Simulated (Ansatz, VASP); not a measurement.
# Two plane-wave programs on Ni

```
Ni
1.0
     0.00000    1.73757    1.73757
     1.73757    0.00000    1.73757
     1.73757    1.73757    0.00000
Ni
1
Cartesian
  0.0000 0.0000 0.0000
```

Alike in both runs: task single point; functional PBE; k mesh 8 × 8 × 8; occupations gaussian, width 0.1 eV; collinear spin.

|  | VASP | Ansatz |
| --- | --- | --- |
| version | VASP 6.6.1 | Ansatz 0.2.0 |
| potentials or method | VASP PAW PBE potentials, release 64 (Ni), cutoff 520 eV | scalar-relativistic, plane waves, PAW |
| valence electrons in the cell | 10 | 18 |

|  | VASP | Ansatz | Ansatz less VASP |
| --- | --- | --- | --- |
| gap on the k mesh at the Fermi level (eV) | none | none | - |
| pressure (GPa) | 8.3 | 8.5 | +0.16 |
| net moment per atom (μB) | 0.70 | 0.70 | 0.000 |
| size of the moment on the site where the two differ most (μB) | 0.71 | 0.74 | +0.029 |

Site moments also hang on the region over which each program counts them. A gap of «none» marks a metal or a gap that the smearing closes. VASP's potentials hold 10 valence electrons a cell and Ansatz's 18, so a difference there can come from the potentials and not from the codes.

The k mesh is coarse, so the values compare programs but aren't converged.
